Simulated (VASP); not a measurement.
The system is Cd.

```
Cd
1.0
     2.97887    0.00000    0.00000
    -1.48944    2.57978    0.00000
     0.00000    0.00000    5.61765
Cd
2
Cartesian
  1.4894 0.8599 4.2132
  0.0000 1.7199 1.4044
```

Base run:

```yaml
Program: VASP 6.6.1
Functional: r2SCAN
Potentials_or_basis: VASP PAW PBE potentials, release 64 (Cd)
Cutoff: 520 eV
k_mesh: 10 × 10 × 5
Occupations: fermi-dirac, width 0.05 eV
Spin: no spin polarisation
```

Its results: band gap on the k mesh zero (band 12 reaches 4.04 eV, above the bottom of band 13 at -0.15 eV); pressure 0.9 GPa.

**Question.** The run is repeated on the same cell with these changes: functional from r2SCAN to PBE. What comes out?

**Answer.** Band gap on the k mesh zero (band 12 reaches 4.02 eV, above the bottom of band 13 at -0.05 eV); pressure 3.2 GPa.

Caveats: the PAW data sets were made with another functional, which shifts forces and pressure a little (some runs).
